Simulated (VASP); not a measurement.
# ZrC (Fm-3m) in VASP: notebook

The runs below take ZrC through single point, relaxation of cell and atoms, with PBE.

All numbers are computed with VASP 6.6.1; they aren't measurements. Logs are shortened: lines on timing, memory, paths and dates and some standing lists are left out, and cuts for length are marked.

## Step 1: The cell of the first run

Symmetry: Fm-3m, No. 225, cubic system. Conventional cell: a = 4.732 Å, b = 4.732 Å, c = 4.732 Å, α = 90.00°, β = 90.00°, γ = 90.00°. Within 3.1 Å of Zr (site symmetry m-3m) lie 6 C at 2.37 Å. Within 3.1 Å of C (site symmetry m-3m) lie 6 Zr at 2.37 Å.

## Step 2: Single point, PBE

The input, INCAR:

```
SYSTEM = ZrC
ALGO = Normal
EDIFF = 1E-6
ENCUT = 520
GGA = PE
ISIF = 2
ISMEAR = 0
LASPH = .TRUE.
LCHARG = .FALSE.
LREAL = .FALSE.
LWAVE = .FALSE.
NBANDS = 15
NELM = 60
PREC = Accurate
SIGMA = 0.1
```

The input, KPOINTS:

```
k-points
0
G
  6 6 6
  0 0 0
```

The input, POSCAR:

```
ZrC
1.0
    0.0000000000      2.3657595687      2.3657595687
    2.3657595687      0.0000000000      2.3657595687
    2.3657595687      2.3657595687      0.0000000000
Zr C
1 1
Direct
    0.5000000000      0.5000000000      0.5000000000
    0.0000000000      0.0000000000      0.0000000000
```

Potentials or basis: VASP PAW PBE potentials, release 64 (Zr_sv, C).

Started as:

```
> cat potpaw_PBE.64/Zr_sv/POTCAR potpaw_PBE.64/C/POTCAR > POTCAR
> mpirun -np 1 vasp_std > vasp.out
```

OUTCAR:

```text
SYSTEM = ZrC
   EDIFF = 1E-6
   ENCUT = 520
   GGA = PE
   ISIF = 2
   ISMEAR = 0
   LASPH = .TRUE.
   LREAL = .FALSE.
   NELM = 60
   PREC = Accurate

 ion  position               nearest neighbor table
   1  0.500  0.500  0.500-   2 2.37   2 2.37   2 2.37   2 2.37   2 2.37   2 2.37
   2  0.000  0.000  0.000-   1 2.37   1 2.37   1 2.37   1 2.37   1 2.37   1 2.37

  LATTYP: Found a face centered cubic cell.
 ALAT       =     4.7315191374

  Lattice vectors:

 A1 = (   0.0000000000,   2.3657595687,   2.3657595687)
 A2 = (   2.3657595687,   0.0000000000,   2.3657595687)
 A3 = (   2.3657595687,   2.3657595687,   0.0000000000)

Analysis of symmetry for initial positions (statically):
=====================================================================
 Subroutine PRICEL returns:
 Original cell was already a primitive cell.

 Routine SETGRP: Setting up the symmetry group for a
 face centered cubic supercell.

 Subroutine GETGRP returns: Found 48 space group operations
 (whereof 48 operations were pure point group operations)
 out of a pool of 48 trial point group operations.

The static configuration has the point symmetry O_h .

Analysis of symmetry for dynamics (positions and initial velocities):
=====================================================================
 Subroutine PRICEL returns:
 Original cell was already a primitive cell.

 Routine SETGRP: Setting up the symmetry group for a
 face centered cubic supercell.

 Subroutine GETGRP returns: Found 48 space group operations
 (whereof 48 operations were pure point group operations)
 out of a pool of 48 trial point group operations.

The dynamic configuration has the point symmetry O_h .

 Subroutine INISYM returns: Found 48 space group operations
 (whereof 48 operations are pure point group operations),
 and found     1 'primitive' translations

----------------------------------------------------------------------------------------

                                     Primitive cell

  volume of cell :      26.4815

  direct lattice vectors                    reciprocal lattice vectors
     0.000000000  2.365759569  2.365759569    -0.211348612  0.211348612  0.211348612
     2.365759569  0.000000000  2.365759569     0.211348612 -0.211348612  0.211348612
     2.365759569  2.365759569  0.000000000     0.211348612  0.211348612 -0.211348612

  length of vectors
     3.345689267  3.345689267  3.345689267     0.366066533  0.366066533  0.366066533

  position of ions in fractional coordinates (direct lattice)
     0.500000000  0.500000000  0.500000000
     0.000000000  0.000000000  0.000000000

  ion indices of the primitive-cell ions
   primitive index   ion index
                 1           1
                 2           2

----------------------------------------------------------------------------------------

 KPOINTS: k-points

Automatic generation of k-mesh.
 Grid dimensions read from file:
 generate k-points for:    6    6    6

 Generating k-lattice:

  Cartesian coordinates                     Fractional coordinates (reciprocal lattice)
    -0.035224769  0.035224769  0.035224769     0.166666667  0.000000000  0.000000000
     0.035224769 -0.035224769  0.035224769     0.000000000  0.166666667  0.000000000
     0.035224769  0.035224769 -0.035224769     0.000000000  0.000000000  0.166666667

  Length of vectors
     0.061011089  0.061011089  0.061011089

  Shift w.r.t. Gamma in fractional coordinates (k-lattice)
     0.000000000  0.000000000  0.000000000

 Subroutine IBZKPT returns following result:
 ===========================================

 Found     16 irreducible k-points:

 Following reciprocal coordinates:
            Coordinates               Weight
  0.000000  0.000000  0.000000      1.000000
  0.166667  0.000000  0.000000      8.000000
  0.333333  0.000000  0.000000      8.000000
  0.500000  0.000000  0.000000      4.000000
  0.166667  0.166667  0.000000      6.000000
  0.333333  0.166667  0.000000     24.000000
[... 8 lines left out ...]
 -0.333333  0.333333  0.166667     24.000000
 -0.333333  0.500000  0.166667     12.000000
   k-points           NKPTS =     16   k-points in BZ     NKDIM =     16   number of bands    NBANDS=     15
   number of dos      NEDOS =    301   number of ions     NIONS =      2
   total plane-waves  NPLWV =  21952
   dimension x,y,z NGX =    28 NGY =   28 NGZ =   28
   dimension x,y,z NGXF=    56 NGYF=   56 NGZF=   56
   ions per type =               1   1
   NGX,Y,Z   is equivalent  to a cutoff of  13.91, 13.91, 13.91 a.u.
   NGXF,Y,Z  is equivalent  to a cutoff of  27.83, 27.83, 27.83 a.u.
 SYSTEM =  ZrC
   PREC   = accura    normal or accurate (medium, high low for compatibility)
   ISTART =      0    job   : 0-new  1-cont  2-samecut
   ICHARG =      2    charge: 1-file 2-atom 10-const
   ISPIN  =      1    spin polarized calculation?
   LNONCOLLINEAR =      F non collinear calculations
   LSORBIT =      F    spin-orbit coupling
   LASPH  =      T    aspherical Exc in radial PAW
   ENCUT  =  520.0 eV  38.22 Ry    6.18 a.u.   6.22  6.22  6.22*2*pi/ulx,y,z
   NELM   =     60;   NELMIN=  2; NELMDL= -5     # of ELM steps
   EDIFF  = 0.1E-05   stopping-criterion for ELM
   LREAL  =      F    real-space projection
   EDIFFG = 0.1E-04   stopping-criterion for IOM
   NSW    =      0    number of steps for IOM
   IBRION =     -1    ionic relax: 0-MD 1-quasi-New 2-CG
   NFREE  =      0    steps in history (QN), initial steepest desc. (CG)
   ISIF   =      2    stress and relaxation
   ISYM   =      2    0-nonsym 1-usesym 2-fastsym
   POTIM  = 0.5000    time-step for ionic-motion
   TEBEG  =    0.0;   TEEND  =   0.0 temperature during run
   PSTRESS=    0.0 pullay stress
   NELECT =      16.0000    total number of electrons
   NUPDOWN=      -1.0000    fix difference up-down
   EMIN   =  10.00;   EMAX   =-10.00  energy-range for DOS
   EFERMI =   0.00;   METHOD = LEGACY
   ISMEAR =     0;   SIGMA  =   0.10  broadening in eV -4-tet -1-fermi 0-gaus
   EFERMI_NEDOS =   21; number of points for ismear=-14 and -15
   IALGO  =     38    algorithm
   IMIX   =      4    mixing-type and parameters
     AMIX     =   0.40;   BMIX     =  1.00
     AMIX_MAG =   1.60;   BMIX_MAG =  1.00
  volume/ion in A,a.u.               =      13.24        89.35
  Fermi-wavevector in a.u.,A,eV,Ry     =   1.383994  2.615370 26.061137  1.915440
  Thomas-Fermi vector in A             =   2.508540
   LORBIT       =      0    0 simple, 1 ext, 2 COOP (PROOUT), +10 PAW based schemes
   GGA     = PE    functional components
   LHFCALC =     F    Hartree Fock is set to
   AEXX    =    0.0000 exact exchange contribution
   IVDW    =     0    specifies the selected vdW correction
   LEPSILON=     F    determine dielectric tensor
   LRPA    =     F    only Hartree local field effects (RPA)
 non-spin polarized calculation
 Gauss-broadening in eV      SIGMA  =   0.10
  energy-cutoff  :      520.00
  volume of cell :       26.48
 maximum number of plane-waves:       725
 NGX is ok and might be reduce to    28
   NGX = 13   NGY = 13   NGZ = 13

 number of electron      16.0000000 magnetization

 Free energy of the ion-electron system (eV)
  ---------------------------------------------------
  ext. energy  EPLUGINS =         0.00000000
  ---------------------------------------------------
  free energy    TOTEN  =       -19.44975959 eV

  energy without entropy =      -19.44898824  energy(sigma->0) =      -19.44937392

 E-fermi :   9.3134     XC(G=0): -12.0344

 val. band max:        9.1608577738   @ k =   0.1667   0.1667   0.0000
 cond. band min:       9.4368208909   @ k =   0.5000   0.5000   0.0000
 fundamental gap:      0.2759631172
 Fermi energy:         9.3134064554

 k-point     1 :       0.0000    0.0000    0.0000
  band No.  band energies     occupation
      1     -38.8001      2.00000
      2     -16.5225      2.00000
      3     -16.5225      2.00000
      4     -16.5225      2.00000
      5      -1.8410      2.00000
      6      10.3289      0.00000
      7      10.3289      0.00000
      8      10.3289      0.00000
      9      10.4711      0.00000
     10      10.4711      0.00000
     11      10.4711      0.00000
     12      12.1400      0.00000
     13      12.1400      0.00000
     14      16.4783      0.00000
     15      19.8134      0.00000

 k-point     2 :       0.1667    0.0000    0.0000
  band No.  band energies     occupation
      1     -38.7771      2.00000
      2     -16.7320      2.00000
      3     -16.5413      2.00000
      4     -16.5413      2.00000
      5      -1.2580      2.00000
      6       7.9908      2.00000
      7       8.5304      2.00000
      8       8.5304      2.00000
      9      11.2209      0.00000
     10      11.2209      0.00000
     11      11.6441      0.00000
     12      14.4310      0.00000
     13      14.4310      0.00000
     14      17.6018      0.00000
     15      21.2810      0.00000

 k-point     3 :       0.3333    0.0000    0.0000
  band No.  band energies     occupation
      1     -38.7308      2.00000
      2     -17.1274      2.00000
      3     -16.5785      2.00000
      4     -16.5785      2.00000
      5       0.1225      2.00000
      6       5.5067      2.00000
      7       7.0430      2.00000
      8       7.0430      2.00000
      9      12.7209      0.00000
     10      12.7209      0.00000
     11      12.8159      0.00000
     12      17.5478      0.00000
     13      17.5478      0.00000
     14      17.9926      0.00000
     15      23.0302      0.00000
[... 199 lines left out ...]
 k-point    15 :      -0.3333    0.3333    0.1667
  band No.  band energies     occupation
      1     -38.6846      2.00000
      2     -17.1150      2.00000
      3     -16.9007      2.00000
      4     -16.7173      2.00000
      5       0.2454      2.00000
      6       5.8007      2.00000
      7       7.0027      2.00000
      8       7.2454      2.00000
      9      12.5864      0.00000
     10      12.7524      0.00000
     11      14.7199      0.00000
     12      16.7948      0.00000
     13      17.1863      0.00000
     14      20.7537      0.00000
     15      22.8261      0.00000

 k-point    16 :      -0.3333    0.5000    0.1667
  band No.  band energies     occupation
      1     -38.6770      2.00000
      2     -17.1015      2.00000
      3     -16.8933      2.00000
      4     -16.8021      2.00000
      5      -0.1910      2.00000
      6       7.1246      2.00000
      7       7.1590      2.00000
      8       7.3501      2.00000
      9      11.2096      0.00000
     10      13.8869      0.00000
     11      14.9118      0.00000
     12      15.4981      0.00000
     13      16.7957      0.00000
     14      21.5169      0.00000
     15      21.7087      0.00000

------------------------ aborting loop because EDIFF is reached ----------------------------------------

  FORCE on cell =-STRESS in cart. coord.  units (eV):
  Direction    XX          YY          ZZ          XY          YZ          ZX
  --------------------------------------------------------------------------------------
  -------------------------------------------------------------------------------------
  Total       -0.4656359     -0.4656359     -0.4656359      0.0000000     -0.0000000      0.0000000
  in kB      -28.1718423    -28.1718423    -28.1718423      0.0000000     -0.0000000      0.0000000
  external PRESSURE =     -28.1718423 kB  Pullay stress =       0.0000000 kB

 VOLUME and BASIS-vectors are now :
 -----------------------------------------------------------------------------
  energy-cutoff  :      520.00
  volume of cell :       26.48
      direct lattice vectors                 reciprocal lattice vectors
     0.000000000  2.365759569  2.365759569    -0.211348612  0.211348612  0.211348612
     2.365759569  0.000000000  2.365759569     0.211348612 -0.211348612  0.211348612
     2.365759569  2.365759569  0.000000000     0.211348612  0.211348612 -0.211348612

 POSITION                                       TOTAL-FORCE (eV/Angst)
 -----------------------------------------------------------------------------------
      2.36576      2.36576      2.36576         0.000000      0.000000      0.000000
      0.00000      0.00000      0.00000        -0.000000     -0.000000     -0.000000
 -----------------------------------------------------------------------------------
    total drift:                                0.000000      0.000000      0.000000

  FREE ENERGIE OF THE ION-ELECTRON SYSTEM (eV)
  ---------------------------------------------------
  free  energy   TOTEN  =       -19.4497595882 eV

  energy  without entropy=      -19.4489882423  energy(sigma->0) =      -19.44937392
```

Wall time 15 s (1 thread of Intel Xeon Platinum 8375C at 2.90GHz (Ice Lake), shared host); peak memory 0.15 GiB.

What came out:

```
Free energy            : -19.4498 eV
Pressure               : -2.8 GPa
Band gap on the k mesh : zero (bands 8 and 9 overlap by 1.20 eV)
```

Levels at points of the mesh, in eV from the Fermi level:
| k point | band 6 | band 7 | band 8 | band 9 | band 10 | band 11 |
| --- | --- | --- | --- | --- | --- | --- |
| (0.00, 0.00, 0.00) | 1.02 | 1.02 | 1.02 | 1.16 | 1.16 | 1.16 |
| (0.50, 0.00, 0.00) | -5.14 | -2.79 | -2.79 | 4.47 | 4.47 | 5.28 |
| (0.50, 0.50, 0.00) | -2.01 | -1.63 | 0.12 | 0.12 | 4.42 | 5.59 |

Caveat: the k points lie up to 0.38 Å⁻¹ apart, too coarse for converged energies and pressures of a metal.

## Step 3: Single point, PBE

This run uses another cell than the first one, of 13.05 Å³/atom.

The input, INCAR:

```
SYSTEM = ZrC
ALGO = Normal
EDIFF = 1E-7
ENCUT = 520
GGA = PE
ISIF = 2
ISMEAR = 0
LASPH = .True.
LCHARG = .True.
LELF = .True.
LREAL = .False.
LVHAR = .True.
LWAVE = .False.
NBANDS = 15
NELM = 80
PREC = Accurate
SIGMA = 0.1
```

The input, KPOINTS:

```
k-points
0
Gamma
  16 16 16
  0 0 0
```

The input, POSCAR:

```
ZrC
1.0
    0.0000000000      2.3544042642      2.3544042642
    2.3544042642      0.0000000000      2.3544042642
    2.3544042642      2.3544042642      0.0000000000
Zr C
1 1
Direct
    0.5000000000      0.5000000000      0.5000000000
    0.0000000000      0.0000000000      0.0000000000
```

Potentials or basis: VASP PAW PBE potentials, release 64 (Zr_sv, C).

Started as:

```
> cat potpaw_PBE.64/Zr_sv/POTCAR potpaw_PBE.64/C/POTCAR > POTCAR
> mpirun -np 1 vasp_std > vasp.out
```

It took 95 s on 1 thread of Intel Xeon Platinum 8375C at 2.90GHz (Ice Lake), shared host; peak memory 0.2 GiB.

Results (log left out):

```yaml
Free_energy: -19.4622 eV
Pressure: 0.2 GPa
Band_gap_on_the_k_mesh: zero (bands 8 and 9 overlap by 1.30 eV)
```

Levels at points of the mesh, in eV from the Fermi level:
```tsv
k point	band 5	band 6	band 7	band 8	band 9	band 10	band 11	band 12
(0.00, 0.00, 0.00)	-11.28	0.94	0.94	0.94	1.10	1.10	1.10	2.81
(0.50, 0.00, 0.00)	-8.23	-5.26	-2.90	-2.90	4.48	4.48	5.31	6.52
(0.50, 0.50, 0.00)	-10.11	-2.06	-1.73	0.06	0.06	4.43	5.64	5.64
```

## Step 4: Relaxation of cell and atoms, PBE

The input, INCAR:

```
SYSTEM = ZrC
ALGO     = Normal         ! electronic algorithm
EDIFF    = 1E-6           ! SCF threshold, eV
EDIFFG   = -0.005         ! ionic threshold
ENCUT    = 600            ! plane-wave cutoff, eV
GGA      = PE             ! functional
IBRION   = 2              ! ionic algorithm
ISIF     = 3              ! what is computed and relaxed
ISMEAR   = 0              ! smearing method
LASPH    = .True.         ! aspherical terms in the spheres
LCHARG   = .False.        ! write CHGCAR
LREAL    = .False.        ! projectors in reciprocal space
LWAVE    = .False.        ! write WAVECAR
NELM     = 80             ! most SCF steps
NSW      = 100            ! ionic steps
PREC     = Accurate       ! precision mode
SIGMA    = 0.1            ! smearing width, eV
```

KPOINTS is that of step 3.

The input, POSCAR:

```
ZrC
1.0
    0.0000000000      2.3657595687      2.3657595687
    2.3657595687      0.0000000000      2.3657595687
    2.3657595687      2.3657595687      0.0000000000
Zr C
1 1
Direct
    0.5000000000      0.5000000000      0.5000000000
    0.0000000000      0.0000000000      0.0000000000
```

Potentials or basis: VASP PAW PBE potentials, release 64 (Zr_sv, C).

Started as:

```
> cat potpaw_PBE.64/Zr_sv/POTCAR potpaw_PBE.64/C/POTCAR > POTCAR
> mpirun -np 1 vasp_std > vasp.out
```

OUTCAR:

```text
SYSTEM = ZrC
   EDIFF = 1E-6
   EDIFFG = -0.005
   ENCUT = 600
   GGA = PE
   IBRION = 2
   ISIF = 3
   ISMEAR = 0
   LASPH = .True.
   LREAL = .False.
   NELM = 80
   NSW = 100
   PREC = Accurate

 ion  position               nearest neighbor table
   1  0.500  0.500  0.500-   2 2.37   2 2.37   2 2.37   2 2.37   2 2.37   2 2.37
   2  0.000  0.000  0.000-   1 2.37   1 2.37   1 2.37   1 2.37   1 2.37   1 2.37

  LATTYP: Found a face centered cubic cell.
 ALAT       =     4.7315191374

  Lattice vectors:

 A1 = (   0.0000000000,   2.3657595687,   2.3657595687)
 A2 = (   2.3657595687,   0.0000000000,   2.3657595687)
 A3 = (   2.3657595687,   2.3657595687,   0.0000000000)

Analysis of symmetry for initial positions (statically):
=====================================================================
[... 268 lines left out ...]
      5      -1.7424      2.00000
      6      10.4763      0.00000
      7      10.4763      0.00000
      8      10.4763      0.00000
      9      10.6353      0.00000
     10      10.6353      0.00000
     11      10.6353      0.00000
     12      12.3383      0.00000
[... 331 lines left out ...]
 k-point    24 :      -0.0625    0.0625    0.0000
  band No.  band energies     occupation
      1     -38.5757      2.00000
      2     -16.3815      2.00000
      3     -16.3217      2.00000
      4     -16.3017      2.00000
      5      -1.5117      2.00000
      6       9.1549      2.00000
      7       9.3674      1.98042
      8       9.5125      1.22280
      9      10.7773      0.00000
     10      11.3945      0.00000
     11      11.4780      0.00000
     12      12.9575      0.00000

 [... further k-points ...]

------------------------ aborting loop because EDIFF is reached ----------------------------------------

  FORCE on cell =-STRESS in cart. coord.  units (eV):
  Direction    XX          YY          ZZ          XY          YZ          ZX
  --------------------------------------------------------------------------------------
  -------------------------------------------------------------------------------------
  Total       -0.0008494     -0.0008494     -0.0008494     -0.0000000      0.0000000     -0.0000000
  in kB       -0.0521021     -0.0521021     -0.0521021     -0.0000000      0.0000000     -0.0000000
  external PRESSURE =      -0.0521021 kB  Pullay stress =       0.0000000 kB
[... 17 lines left out ...]
  FREE ENERGIE OF THE ION-ELECTRON SYSTEM (eV)
  ---------------------------------------------------
  free  energy   TOTEN  =       -19.4634556381 eV

  energy  without entropy=      -19.4615144266  energy(sigma->0) =      -19.46248503

 reached required accuracy - stopping structural energy minimisation
```

It took 2.8 min on 1 thread of Intel Xeon Platinum 8375C at 2.90GHz (Ice Lake), shared host; peak memory 0.21 GiB.

What came out:

```yaml
Free_energy: -19.4635 eV
Relaxed_volume: 13.06 Å³/atom
Relaxed_cell: a = 3.330 Å, b = 3.330 Å, c = 3.330 Å, α = 60.00°, β = 60.00°, γ = 60.00°
Space_group_after_relaxing_to_0.1_Å: Fm-3m (No. 225)
Energy_gained_by_relaxing: 1.7 meV/atom
Ionic_steps: 3
Pressure_after_relaxing: 0.0 GPa
Band_gap_on_the_k_mesh: zero (bands 8 and 9 overlap by 1.30 eV)
```

The path:
```csv
step,energy change (eV),largest force (eV/Å),pressure (GPa),volume (Å³)
1,0.0000,0.0000,-2.97,26.48
2,0.0054,0.0000,5.08,25.55
3,-0.0034,0.0000,-0.01,26.12
```

Final structure:
```
Zr C
1.0
     0.00000    2.35493    2.35493
     2.35493    0.00000    2.35493
     2.35493    2.35493    0.00000
Zr C
1 1
Direct
  0.50000 0.50000 0.50000
  0.00000 0.00000 0.00000
```

## Step 5: The runs side by side

| task | cell | k mesh | cutoff (eV) | gap on the mesh (eV) | pressure (GPa) |
| --- | --- | --- | --- | --- | --- |
| single point | a = 3.346 Å, angles 60.0°, 2 atoms | 6 × 6 × 6 | 520 | none | -2.8 |
| single point | a = 3.330 Å, angles 60.0°, 2 atoms | 16 × 16 × 16 | 520 | none | 0.2 |
| relaxation of cell and atoms | relaxed from a = 3.346 Å, angles 60.0°, 2 atoms | 16 × 16 × 16 | 600 | none | 0.0 |

Alike in all rows: level PBE; potentials or basis VASP PAW PBE potentials, release 64 (Zr_sv, C); no spin polarisation; smearing gaussian 0.1 eV.

Caveats: some runs use coarse meshes.

Absolute energies hang on the potentials; compare differences alone.
